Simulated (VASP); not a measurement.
# Ag (P6/mmm) in VASP: further runs, part 3 of 3

VASP 6.6.1.

### 5 Single point, r2SCAN (volume scaled by 0.96)

POSCAR reads:

```
Ag
1.0
    4.6128030444      0.0000000000      0.0000000000
   -2.3064015222      3.9948046191      0.0000000000
    0.0000000000      0.0000000000      2.7601594312
Ag
3
Direct
    0.0000000000      1.0000000000      0.0000000000
    0.3333333333      0.6666666667      0.5000000000
    0.6666666667      0.3333333333      0.5000000000
```

INCAR.step1 reads:

```
PREC = Accurate
ENCUT = 520
ISMEAR = -1
SIGMA = 0.1
LREAL = F
LASPH = T
NELM = 80
NBANDS = 24
GGA = PE
ALGO = Normal
EDIFF = 1E-4
LWAVE = T
LCHARG = F
```

INCAR.step2 reads:

```
PREC = Accurate
ENCUT = 520
EDIFF = 1E-6
ISMEAR = -1
SIGMA = 0.1
LREAL = F
LASPH = T
NELM = 80
ALGO = Normal
ISIF = 2
LWAVE = F
LCHARG = T
METAGGA = R2SCAN
LMIXTAU = T
LELF = T
LVHAR = T
NBANDS = 24
ISTART = 1
```

KPOINTS reads:

```
Automatic mesh
0
Gamma
  9 9 13
```

Potentials or basis: VASP PAW PBE potentials, release 64 (Ag).

Command:

```bash
$ cat potpaw_PBE.64/Ag/POTCAR > POTCAR
$ cp INCAR.step1 INCAR
$ mpirun -np 1 vasp_std > vasp.out
$ cp INCAR.step2 INCAR
$ mpirun -np 1 vasp_std > vasp.out
```

OUTCAR:

```text
PREC = Accurate
   ENCUT = 520
   EDIFF = 1E-6
   ISMEAR = -1
   LREAL = F
   LASPH = T
   NELM = 80
   ISIF = 2
   METAGGA = R2SCAN
   ISTART = 1

 ion  position               nearest neighbor table
   1  0.000  0.000  0.000-   2 3.00   3 3.00   2 3.00   3 3.00   2 3.00   2 3.00   3 3.00   3 3.00
                             3 3.00   3 3.00   2 3.00   2 3.00
   2  0.333  0.667  0.500-   3 2.66   3 2.66   3 2.66   1 3.00   1 3.00   1 3.00   1 3.00   1 3.00
                             1 3.00
   3  0.667  0.333  0.500-   2 2.66   2 2.66   2 2.66   1 3.00   1 3.00   1 3.00   1 3.00   1 3.00
                             1 3.00

  LATTYP: Found a hexagonal cell.
 ALAT       =     4.6128030444
 C/A-ratio  =     0.5983692355

  Lattice vectors:

 A1 = (   4.6128030444,   0.0000000000,   0.0000000000)
 A2 = (  -2.3064015222,   3.9948046191,   0.0000000000)
 A3 = (   0.0000000000,   0.0000000000,   2.7601594312)

Analysis of symmetry for initial positions (statically):
=====================================================================
 Subroutine PRICEL returns:
 Original cell was already a primitive cell.

 Routine SETGRP: Setting up the symmetry group for a
 hexagonal supercell.

 Subroutine GETGRP returns: Found 24 space group operations
 (whereof 24 operations were pure point group operations)
 out of a pool of 24 trial point group operations.

The static configuration has the point symmetry D_6h.

Analysis of symmetry for dynamics (positions and initial velocities):
=====================================================================
 Subroutine PRICEL returns:
 Original cell was already a primitive cell.

 Routine SETGRP: Setting up the symmetry group for a
 hexagonal supercell.

 Subroutine GETGRP returns: Found 24 space group operations
 (whereof 24 operations were pure point group operations)
 out of a pool of 24 trial point group operations.

The dynamic configuration has the point symmetry D_6h.

 Subroutine INISYM returns: Found 24 space group operations
 (whereof 24 operations are pure point group operations),
 and found     1 'primitive' translations

----------------------------------------------------------------------------------------

                                     Primitive cell

  volume of cell :      50.8621

  direct lattice vectors                    reciprocal lattice vectors
     4.612803044  0.000000000  0.000000000     0.216787925  0.125162567  0.000000000
    -2.306401522  3.994804619  0.000000000     0.000000000  0.250325134  0.000000000
     0.000000000  0.000000000  2.760159431     0.000000000  0.000000000  0.362297912

  length of vectors
     4.612803044  4.612803044  2.760159431     0.250325134  0.250325134  0.362297912

  position of ions in fractional coordinates (direct lattice)
     0.000000000  0.000000000  0.000000000
     0.333333333  0.666666667  0.500000000
     0.666666667  0.333333333  0.500000000

  ion indices of the primitive-cell ions
   primitive index   ion index
                 1           1
                 2           2
                 3           3

----------------------------------------------------------------------------------------

 KPOINTS: Automatic mesh

Automatic generation of k-mesh.
 Grid dimensions read from file:
 generate k-points for:    9    9   13

 Generating k-lattice:

  Cartesian coordinates                     Fractional coordinates (reciprocal lattice)
     0.024087547  0.013906952  0.000000000     0.111111111  0.000000000  0.000000000
     0.000000000  0.027813904  0.000000000     0.000000000  0.111111111  0.000000000
     0.000000000  0.000000000  0.027869070     0.000000000  0.000000000  0.076923077

  Length of vectors
     0.027813904  0.027813904  0.027869070

  Shift w.r.t. Gamma in fractional coordinates (k-lattice)
     0.000000000  0.000000000  0.000000000

 Subroutine IBZKPT returns following result:
 ===========================================

 Found     84 irreducible k-points:

 Following reciprocal coordinates:
            Coordinates               Weight
  0.000000  0.000000  0.000000      1.000000
  0.111111 -0.000000  0.000000      6.000000
  0.222222 -0.000000  0.000000      6.000000
  0.333333 -0.000000  0.000000      6.000000
  0.444444 -0.000000  0.000000      6.000000
  0.111111  0.111111  0.000000      6.000000
[... 16 lines left out ...]
  0.333333  0.222222  0.076923     24.000000
  0.333333  0.333333  0.076923      4.000000
 [... further k-points ...]
   k-points           NKPTS =     84   k-points in BZ     NKDIM =     84   number of bands    NBANDS=     24
   number of dos      NEDOS =    301   number of ions     NIONS =      3
   total plane-waves  NPLWV =  31104
   dimension x,y,z NGX =    36 NGY =   36 NGZ =   24
   dimension x,y,z NGXF=    72 NGYF=   72 NGZF=   48
   ions per type =               3
   NGX,Y,Z   is equivalent  to a cutoff of  12.97, 12.97, 14.46 a.u.
   NGXF,Y,Z  is equivalent  to a cutoff of  25.95, 25.95, 28.91 a.u.
 SYSTEM =  unknown system
   PREC   = accura    normal or accurate (medium, high low for compatibility)
   ISTART =      1    job   : 0-new  1-cont  2-samecut
   ICHARG =      0    charge: 1-file 2-atom 10-const
   ISPIN  =      1    spin polarized calculation?
   LNONCOLLINEAR =      F non collinear calculations
   LSORBIT =      F    spin-orbit coupling
   LASPH  =      T    aspherical Exc in radial PAW
   ENCUT  =  520.0 eV  38.22 Ry    6.18 a.u.   8.58  8.58  5.13*2*pi/ulx,y,z
   NELM   =     80;   NELMIN=  2; NELMDL=  0     # of ELM steps
   EDIFF  = 0.1E-05   stopping-criterion for ELM
   LREAL  =      F    real-space projection
   EDIFFG = 0.1E-04   stopping-criterion for IOM
   NSW    =      0    number of steps for IOM
   IBRION =     -1    ionic relax: 0-MD 1-quasi-New 2-CG
   NFREE  =      0    steps in history (QN), initial steepest desc. (CG)
   ISIF   =      2    stress and relaxation
   ISYM   =      2    0-nonsym 1-usesym 2-fastsym
   POTIM  = 0.5000    time-step for ionic-motion
   TEBEG  =    0.0;   TEEND  =   0.0 temperature during run
   PSTRESS=    0.0 pullay stress
   NELECT =      33.0000    total number of electrons
   NUPDOWN=      -1.0000    fix difference up-down
   EMIN   =  10.00;   EMAX   =-10.00  energy-range for DOS
   EFERMI =   0.00;   METHOD = LEGACY
   ISMEAR =    -1;   SIGMA  =   0.10  broadening in eV -4-tet -1-fermi 0-gaus
   EFERMI_NEDOS =   21; number of points for ismear=-14 and -15
   IALGO  =     38    algorithm
   IMIX   =      4    mixing-type and parameters
     AMIX     =   0.40;   BMIX     =  1.00
     AMIX_MAG =   1.60;   BMIX_MAG =  1.00
  volume/ion in A,a.u.               =      16.95       114.41
  Fermi-wavevector in a.u.,A,eV,Ry     =   1.417255  2.678223 27.328814  2.008611
  Thomas-Fermi vector in A             =   2.538504
   LORBIT       =      0    0 simple, 1 ext, 2 COOP (PROOUT), +10 PAW based schemes
   METAGGA = R2SCAN    functional components
   LHFCALC =     F    Hartree Fock is set to
   AEXX    =    0.0000 exact exchange contribution
   IVDW    =     0    specifies the selected vdW correction
   LEPSILON=     F    determine dielectric tensor
   LRPA    =     F    only Hartree local field effects (RPA)
 non-spin polarized calculation
  energy-cutoff  :      520.00
  volume of cell :       50.86
 maximum number of plane-waves:      1396
 NGX is ok and might be reduce to    36
   NGX = 17   NGY = 17   NGZ = 11

 number of electron      33.0000015 magnetization

 Free energy of the ion-electron system (eV)
  ---------------------------------------------------
  ext. energy  EPLUGINS =         0.00000000
  ---------------------------------------------------
  free energy    TOTEN  =       -63.85606218 eV

  energy without entropy =      -63.82979940  energy(sigma->0) =      -63.84293079

 E-fermi :   8.5408     XC(G=0): -12.9956

 val. band max:        8.5349780331   @ k =   0.2222   0.2222   0.4615
 cond. band min:       8.5457468065   @ k =   0.3333   0.2222   0.2308
 fundamental gap:      0.0107687734
 Fermi energy:         8.5408170821

 k-point     1 :       0.0000    0.0000    0.0000
  band No.  band energies     occupation
      1       0.5119      2.00000
      2       1.7177      2.00000
      3       2.8680      2.00000
      4       3.0436      2.00000
      5       3.1423      2.00000
      6       3.1423      2.00000
[... 16 lines left out ...]
     23      21.3821      0.00000
     24      26.8872      0.00000
[... 598 lines left out ...]
      2       2.2005      2.00000
      3       2.2005      2.00000
      4       2.5616      2.00000
      5       2.5616      2.00000
      6       2.8564      2.00000
[... 16 lines left out ...]
     23      23.8698      0.00000
     24      24.3526      0.00000

 [... further k-points ...]
[... 5 lines left out ...]
  --------------------------------------------------------------------------------------
  -------------------------------------------------------------------------------------
  Total        1.5373678      1.5373678      1.4385102      0.0000000      0.0000000      0.0000000
  in kB       48.4276889     48.4276889     45.3136367      0.0000000      0.0000000      0.0000000
  external PRESSURE =      47.3896715 kB  Pullay stress =       0.0000000 kB

 VOLUME and BASIS-vectors are now :
 -----------------------------------------------------------------------------
  energy-cutoff  :      520.00
  volume of cell :       50.86
      direct lattice vectors                 reciprocal lattice vectors
     4.612803044  0.000000000  0.000000000     0.216787925  0.125162567  0.000000000
    -2.306401522  3.994804619  0.000000000     0.000000000  0.250325134  0.000000000
     0.000000000  0.000000000  2.760159431     0.000000000  0.000000000  0.362297912

 POSITION                                       TOTAL-FORCE (eV/Angst)
 -----------------------------------------------------------------------------------
      0.00000      0.00000      0.00000         0.000000      0.000000      0.000000
     -0.00000      2.66320      1.38008        -0.000000     -0.000000     -0.000000
      2.30640      1.33160      1.38008         0.000000      0.000000      0.000000
 -----------------------------------------------------------------------------------
    total drift:                                0.000000      0.000000     -0.000000

  FREE ENERGIE OF THE ION-ELECTRON SYSTEM (eV)
  ---------------------------------------------------
  free  energy   TOTEN  =       -63.8560621816 eV

  energy  without entropy=      -63.8297993970  energy(sigma->0) =      -63.84293079
```

OUTCAR.step1:

```text
PREC = Accurate
   ENCUT = 520
   ISMEAR = -1
   LREAL = F
   LASPH = T
[... 876 lines left out ...]
      0.00000      0.00000      0.00000         0.000000      0.000000     -0.000000
     -0.00000      2.66320      1.38008         0.000000      0.000000      0.000000
      2.30640      1.33160      1.38008        -0.000000     -0.000000     -0.000000
 -----------------------------------------------------------------------------------
    total drift:                                0.000000      0.000000     -0.000000

  FREE ENERGIE OF THE ION-ELECTRON SYSTEM (eV)
  ---------------------------------------------------
  free  energy   TOTEN  =        -7.8918939731 eV

  energy  without entropy=       -7.8646070488  energy(sigma->0) =       -7.87825051
```

OSZICAR.step1:

```text
N       E                     dE             d eps       ncg     rms          rms(c)
DAV:   1     0.211045781234E+03    0.21105E+03   -0.16548E+04  4048   0.133E+03
DAV:   2    -0.508477269574E+01   -0.21613E+03   -0.20158E+03  4264   0.310E+02
DAV:   3    -0.863266588464E+01   -0.35479E+01   -0.35364E+01  4696   0.464E+01
DAV:   4    -0.864604015192E+01   -0.13374E-01   -0.13374E-01  4600   0.277E+00
DAV:   5    -0.864617865101E+01   -0.13850E-03   -0.13850E-03  4984   0.306E-01    0.948E+00
DAV:   6    -0.792763520331E+01    0.71854E+00   -0.19069E+00  4472   0.130E+01    0.612E+00
DAV:   7    -0.790069759222E+01    0.26938E-01   -0.30660E-02  4784   0.144E+00    0.334E+00
DAV:   8    -0.789188890200E+01    0.88087E-02   -0.21861E-03  4576   0.381E-01    0.158E-01
DAV:   9    -0.789189397306E+01   -0.50711E-05   -0.57698E-05  3488   0.135E-01
   1 F= -.78918940E+01 E0= -.78782505E+01  d E =-.272869E-01
```

It took 2.2 min on 1 thread of Intel Xeon 6975P-C (Granite Rapids), shared host; peak memory 0.23 GiB.

What came out:

```
Free energy : -63.8561 eV
Pressure    : 4.7 GPa
```

Caveat: the PAW data sets were made with another functional, which shifts forces and pressure a little.

### 6 Single point, r2SCAN

POSCAR reads:

```
Ag
1.0
    4.6759999803      0.0000000000      0.0000000000
   -2.3379999902      4.0495347711      0.0000000000
    0.0000000000      0.0000000000      2.7979745334
Ag
3
Direct
    0.0000000000      1.0000000000      0.0000000000
    0.3333333333      0.6666666667      0.5000000000
    0.6666666667      0.3333333333      0.5000000000
```

INCAR.step1 reads:

```
SYSTEM = Ag
  PREC = Accurate
  ENCUT = 520
  ISMEAR = -1
  SIGMA = 0.1
  LREAL = .FALSE.
  LASPH = .TRUE.
  NELM = 60
  NBANDS = 24
  GGA = PE
  ALGO = Normal
  EDIFF = 1E-4
  LWAVE = .TRUE.
  LCHARG = .FALSE.
```

INCAR.step2 reads:

```
SYSTEM = Ag
  PREC = Accurate
  ENCUT = 520
  EDIFF = 1E-6
  ISMEAR = -1
  SIGMA = 0.1
  LREAL = .FALSE.
  LASPH = .TRUE.
  NELM = 60
  ALGO = Normal
  ISIF = 2
  LWAVE = .FALSE.
  LCHARG = .TRUE.
  METAGGA = R2SCAN
  LMIXTAU = .TRUE.
  LELF = .TRUE.
  LVHAR = .TRUE.
  NBANDS = 24
  ISTART = 1
```

KPOINTS reads:

```
Automatic mesh
0
G
  9 9 13
  0 0 0
```

Potentials or basis: VASP PAW PBE potentials, release 64 (Ag).

Command:

```bash
$ cat potpaw_PBE.64/Ag/POTCAR > POTCAR
$ cp INCAR.step1 INCAR
$ mpirun -np 1 vasp_std > vasp.out
$ cp INCAR.step2 INCAR
$ mpirun -np 1 vasp_std > vasp.out
```

Wall time 2.5 min (1 thread of Intel Xeon 6975P-C (Granite Rapids), shared host); peak memory 0.23 GiB.

The run converged. Its results:

| Quantity | Value |
| --- | --- |
| Free energy | -63.8882 eV |
| Pressure | 0.2 GPa |

Stress tensor (GPa, compression positive):
```
0.25 0.00 0.00
0.00 0.25 0.00
0.00 0.00 0.03
```

Levels at points of the mesh, in eV from the Fermi level:
| k point | band 14 | band 15 | band 16 | band 17 | band 18 | band 19 |
| --- | --- | --- | --- | --- | --- | --- |
| (0.00, 0.00, 0.00) | -4.21 | -3.21 | -3.21 | 4.67 | 4.67 | 4.68 |

Caveat: the PAW data sets were made with another functional, which shifts forces and pressure a little.

### 7 Overview

```tsv
cell	k mesh	gap on the mesh (eV)	pressure (GPa)
a = 4.676, b = 4.676, c = 2.798 Å, angles 90.0, 90.0, 120.0°, 3 atoms	8 × 8 × 11	none	0.2
a = 4.481, b = 4.481, c = 2.681 Å, angles 90.0, 90.0, 120.0°, 3 atoms	9 × 9 × 13	none	18.5
a = 4.548, b = 4.548, c = 2.721 Å, angles 90.0, 90.0, 120.0°, 3 atoms	9 × 9 × 13	none	10.7
a = 4.613, b = 4.613, c = 2.760 Å, angles 90.0, 90.0, 120.0°, 3 atoms	9 × 9 × 13	none	4.7
a = 4.676, b = 4.676, c = 2.798 Å, angles 90.0, 90.0, 120.0°, 3 atoms	9 × 9 × 13	none	0.2
```

Alike in all rows: task single point; level r2SCAN; potentials or basis VASP PAW PBE potentials, release 64 (Ag); no spin polarisation; cutoff (eV) 520; smearing fermi-dirac 0.1 eV.

Caveats: the PAW data sets were made with another functional, which shifts forces and pressure a little.

Total energies depend on the potentials used, so only differences within one code and one set of settings carry meaning.
